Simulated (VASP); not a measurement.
ScIr:

```
Sc Ir
1.0
     3.22856    0.00000    0.00000
     0.00000    3.22856    0.00000
     0.00000    0.00000    3.22856
Sc Ir
1 1
Direct
  0.50000 0.50000 0.50000
  0.00000 0.00000 0.00000
```

* Program: VASP 6.6.1
* Task: relaxation of cell and atoms
* Functional: LDA
* Potentials or basis: VASP PAW LDA potentials, release 64 (Sc_sv, Ir)
* Cutoff: 600 eV
* k mesh: 14 × 14 × 14
* Occupations: gaussian, width 0.1 eV
* Spin: no spin polarisation

At the start: pressure -9.9 GPa; volume 16.83 Å³/atom.

Q: Where does the relaxation end?

A: Over 7 steps the energy falls by 30.3 meV/atom and the volume is 15.89 Å³/atom (-5.6 %); space group Pm-3m (No. 221, to 0.05 Å).

Step by step:
| step | energy change (eV) | largest force (eV/Å) | pressure (GPa) | volume (Å³) |
| --- | --- | --- | --- | --- |
| 1 | 0.0000 | 0.0000 | -9.85 | 33.65 |
| 2 | 0.1319 | 0.0000 | 22.93 | 28.86 |
| 3 | -0.0605 | 0.0000 | -0.32 | 31.83 |
| 4 | -0.0606 | 0.0000 | -0.05 | 31.79 |
| 5 | -0.0606 | 0.0000 | 0.17 | 31.75 |
| 6 | -0.0606 | 0.0000 | -0.23 | 31.82 |
| 7 | -0.0606 | 0.0000 | 0.00 | 31.78 |

Final structure:
```
Sc Ir
1.0
     3.16751    0.00000    0.00000
     0.00000    3.16751    0.00000
     0.00000    0.00000    3.16751
Sc Ir
1 1
Direct
  0.50000 0.50000 0.50000
  0.00000 0.00000 0.00000
```
